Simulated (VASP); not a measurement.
The system is Sb.

```
Sb
1.0
    -1.55523    1.55523    2.67529
     1.55523   -1.55523    2.67529
     1.55523    1.55523   -2.67529
Sb
1
Direct
  0.00000 0.00000 0.00000
```

Base run:

```yaml
Program: VASP 6.6.1
Functional: r2SCAN
Potentials_or_basis: VASP PAW PBE potentials, release 64 (Sb)
Cutoff: 520 eV
k_mesh: 12 × 12 × 12
Occupations: fermi-dirac, width 0.05 eV
Spin: no spin polarisation
```

Its results: pressure 4.2 GPa.

Question: The run is repeated on the same cell with these changes: functional from r2SCAN to PBE0; k mesh from 12 × 12 × 12 to 6 × 6 × 6. What comes out?

Answer: Pressure 1.0 GPa.

Several settings changed at once, so the effect can't be laid on one alone.

Caveats: some runs use coarse meshes; the PAW data sets were made with another functional, which shifts forces and pressure a little.
